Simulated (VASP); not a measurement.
Here is a VASP 6.6.1 calculation.

Contents of INCAR:

```
ALGO     = Normal         # electronic algorithm
EDIFF    = 1E-6           # SCF threshold, eV
ENCUT    = 500            # plane-wave cutoff, eV
GGA_COMPAT= F            
ISIF     = 2              # what is computed and relaxed
ISMEAR   = 0              # smearing method
LASPH    = T              # aspherical terms in the spheres
LCHARG   = F              # write CHGCAR
LREAL    = F              # projectors in reciprocal space
LWAVE    = F              # write WAVECAR
NBANDS   = 28             # bands
NELM     = 120            # most SCF steps
PREC     = Accurate       # precision mode
SIGMA    = 0.05           # smearing width, eV
```

The input KPOINTS:

```
k-points
0
Gamma
  6 6 4
```

File POSCAR:

```
SnSe
1.0
    4.1898989379      0.0000000000      0.0000000000
    0.0000000000      4.1898989379      0.0157121210
    0.0000000000      0.0411735860     10.9796229414
Sn Se
2 2
Direct
    0.5000000000      0.0000000000      0.3781633338
    0.0000000000      0.5000000000      0.6218366662
    0.5000000000      0.0000000000      0.6217782129
    0.0000000000      0.5000000000      0.3782217871
```

Potentials or basis: VASP PAW LDA potentials, release 64 (Sn_d, Se).

Command:

```console
$ cat potpaw_LDA.64/Sn_d/POTCAR potpaw_LDA.64/Se/POTCAR > POTCAR
$ mpirun -np 1 vasp_std > vasp.out
```

Question: Estimate the band gap on the k mesh.

Answer: 1.45 eV (least direct gap 1.50 eV).

Question: Estimate the largest force.

Answer: 0.032 eV/Å.

Forces on the atoms (eV/Å):
```
Sn   0.000  0.003 -0.026
Sn   0.000 -0.003  0.026
Se   0.000 -0.022  0.024
Se   0.000  0.022 -0.024
```

Caveat: the cell differs from its parent crystal (strain +0.0075 x Voigt [0, 0, 0, 1, 0, 0]); spin-orbit coupling is left out, which moves the levels of the heavy elements.
